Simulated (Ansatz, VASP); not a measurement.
Ga in VASP and in Ansatz

```
CELL_PARAMETERS angstrom
0.00000 2.07202 2.07202
2.07202 0.00000 2.07202
2.07202 2.07202 0.00000
ATOMIC_POSITIONS crystal
Ga 0.00000 0.00000 0.00000
```

Alike in both runs: functional PBEsol; k mesh 18 × 18 × 18; occupations gaussian, width 0.1 eV; no spin polarisation.

Ansatz relaxed the structure, and its values are those at the end. VASP's run is a single point on that final structure, the one shown.

|  | VASP | Ansatz |
| --- | --- | --- |
| version | VASP 6.6.1 | Ansatz 0.2.0 |
| potentials or method | VASP PAW PBE potentials, release 64 (Ga_d), cutoff 520 eV | scalar-relativistic, plane waves, PAW |
| valence electrons in the cell | 13 | 13 |

```csv
,VASP,Ansatz,Ansatz less VASP
gap on the k mesh at the Fermi level (eV),none,none,-
pressure (GPa),0.0,0.0,-0.04
```

VASP's potentials were made for PBE, not for PBEsol. A gap of «none» marks a metal or a gap that the smearing closes.
